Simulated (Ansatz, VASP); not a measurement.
One calculation of GaAs, two programs

Contents of INCAR:

```
SYSTEM = GaAs
PREC     = Accurate       ! precision mode
ENCUT    = 500            ! plane-wave cutoff, eV
EDIFF    = 1E-6           ! SCF threshold, eV
ISMEAR   = -1             ! smearing method
SIGMA    = 0.03           ! smearing width, eV
LREAL    = .FALSE.        ! projectors in reciprocal space
LASPH    = .TRUE.         ! aspherical terms in the spheres
NELM     = 120            ! most SCF steps
ALGO     = Normal         ! electronic algorithm
ISIF     = 2              ! what is computed and relaxed
LWAVE    = .FALSE.        ! write WAVECAR
LCHARG   = .TRUE.         ! write CHGCAR
GGA      = PE             ! functional
LELF     = .TRUE.         ! ELF
LVHAR    = .TRUE.       
NBANDS   = 16             ! bands
GGA_COMPAT= .FALSE.
```

The input KPOINTS:

```
Automatic mesh
0
G
  4 4 6
  0 0 0
```

File POSCAR:

```
GaAs
1.0
    3.8101400000      0.0000000000      0.0000000000
    0.0000000000      3.8101400000      0.0000000000
    0.0000000000      0.0000000000      2.7389100000
Ga As
1 1
Direct
    0.5000000000      0.5000000000      0.5000000000
    0.0000000000      0.0000000000      0.5000000000
```

The input input.yaml:

```yaml
crystal:
  lattice:
    - [3.81014, 0.0, 0.0]
    - [0.0, 3.81014, 0.0]
    - [0.0, 0.0, 2.73891]
  atoms:
    - { symbol: Ga, position: [0.5, 0.5, 0.5] }
    - { symbol: As, position: [0.0, 0.0, 0.5] }
kpoints:
  mp_grid: { grid: [4, 4, 6] }
scf:
  occupations: { method: fermi_dirac, width: 0.03 }
hamiltonian:
  xc: pbe
  pseudopotentials: { kind: all_electron, lapw: { basis_error: 0.002 } }
output:
  forces: true
  stress: true
  eigenvalues: true
```

Alike in both runs: task single point; functional PBE; k mesh 4 × 4 × 6; occupations fermi-dirac, width 0.03 eV; no spin polarisation.

```csv
,VASP,Ansatz
version,VASP 6.6.1,Ansatz 0.2.0
potentials or method,"VASP PAW PBE potentials, release 64 (Ga_d, As), cutoff 500 eV","all-electron LAPW, scalar-relativistic"
```

```csv
,VASP,Ansatz,Ansatz less VASP
gap on the k mesh at the Fermi level (eV),none,none,-
pressure (GPa),-0.1,-0.2,-0.09
"traceless stress, the component that is largest in VASP (GPa)",-8.02,-7.97,+0.049
```

A gap of «none» marks a metal or a gap that the smearing closes. Ansatz ran all-electron here, and VASP with PAW potentials.

The k mesh is coarse, so the values compare programs but aren't converged. Noted on Ansatz's run: the k mesh is thin for a metal, which can move the energy by tens of meV per atom.
